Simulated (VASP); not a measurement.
Set up this calculation in VASP 6.6.1, as the native input.

| Property | Result |
| --- | --- |
| Task | single point |
| Functional | PBEsol |
| Potentials or basis | VASP PAW PBE potentials, release 64 (Pb_d, Se) |
| Cutoff | 520 eV |
| k mesh | 6 × 6 × 4 |
| Occupations | gaussian, width 0.01 eV |
| Spin | no spin polarisation |
| Dipole correction | no |
| Further INCAR settings | ALGO = Normal; EDIFF = 1e-06; NBANDS = 28 |

The structure of PbSe lies in POSCAR:

```
PbSe
1.0
    2.1257530660     -6.0510460072      0.0000000000
    2.1257530660      6.0510460072      0.0000000000
    0.0000000000      0.0000000000      4.3903443916
Pb Se
2 2
Direct
    0.6317607300      0.3682392700      0.7500000000
    0.3682392700      0.6317607300      0.2500000000
    0.8612899600      0.1387100400      0.7500000000
    0.1387100400      0.8612899600      0.2500000000
```

These files were run (other wordings do the same):

INCAR

```
SYSTEM = PbSe
ALGO     = Normal         ! electronic algorithm
EDIFF    = 1E-6           ! SCF threshold, eV
ENCUT    = 520            ! plane-wave cutoff, eV
GGA      = PS             ! functional
ISIF     = 2              ! what is computed and relaxed
ISMEAR   = 0              ! smearing method
LASPH    = .True.         ! aspherical terms in the spheres
LCHARG   = .True.         ! write CHGCAR
LELF     = .True.         ! ELF
LREAL    = .False.        ! projectors in reciprocal space
LVHAR    = .True.       
LWAVE    = .False.        ! write WAVECAR
NBANDS   = 28             ! bands
NELM     = 80             ! most SCF steps
PREC     = Accurate       ! precision mode
SIGMA    = 0.01           ! smearing width, eV
```

KPOINTS

```
k-points
0
Gamma
  6 6 4
  0 0 0
```

Potentials or basis: VASP PAW PBE potentials, release 64 (Pb_d, Se).

Launch:

```console
$ cat potpaw_PBE.64/Pb_d/POTCAR potpaw_PBE.64/Se/POTCAR > POTCAR
$ mpirun -np 1 vasp_std > vasp.out
```

Results of the run:

```json
{"Pressure": "0.2 GPa", "Largest force": "0.201 eV/Å", "Band gap on the k mesh": "1.09 eV (least direct gap 1.47 eV)"}
```

Caveat: the PAW data sets were made with another functional, which shifts forces and pressure a little; spin-orbit coupling is left out, which moves the levels of the heavy elements.

Wall time 48 s on 1 thread of Intel(R) Xeon(R) 6975P-C (Granite Rapids) (shared host), peak memory 0.33 GiB.
